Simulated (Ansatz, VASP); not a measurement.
**One calculation of WS2, two programs**

```
W S
1.0
     3.30161    0.00000    0.00000
    -1.65081    2.85928    0.00000
     0.00000    0.00000   11.77225
W S
2 4
Direct
  0.33333 0.66667 0.25000
  0.66667 0.33333 0.75000
  0.33333 0.66667 0.61645
  0.66667 0.33333 0.11645
  0.33333 0.66667 0.88355
  0.66667 0.33333 0.38355
```

Change from the starting cell: strain +0.0600 x Voigt [1, 1, 0, 0, 0, 0], atoms carried along.

Alike in both runs: task single point; functional PBEsol; dispersion D3(BJ); k mesh 12 × 12 × 4; occupations gaussian, width 0.05 eV; no spin polarisation.

|  | VASP | Ansatz |
| --- | --- | --- |
| version | VASP 6.6.1 | Ansatz 0.2.0 |
| potentials or method | VASP PAW PBE potentials, release 64 (W_sv, S), cutoff 520 eV | scalar-relativistic, plane waves, PAW |
| valence electrons in the cell | 52 | 52 |

|  | VASP | Ansatz | Ansatz less VASP |
| --- | --- | --- | --- |
| gap on the k mesh at the Fermi level (eV) | 0.62 | 0.60 | -0.019 |
| least direct gap on the mesh (eV) | 1.35 | 1.35 | -0.002 |
| pressure (GPa) | -16.1 | -16.2 | -0.08 |
| traceless stress, the component that is largest in VASP (GPa) | 5.57 | 5.53 | -0.040 |
| rms of the force components (eV/Å) | 0.543 | 0.549 | +0.0066 |

VASP's potentials were made for PBE, not for PBEsol. Atom by atom the forces differ by 0.007 eV/Å (rms over components).

Spin-orbit coupling is off throughout.
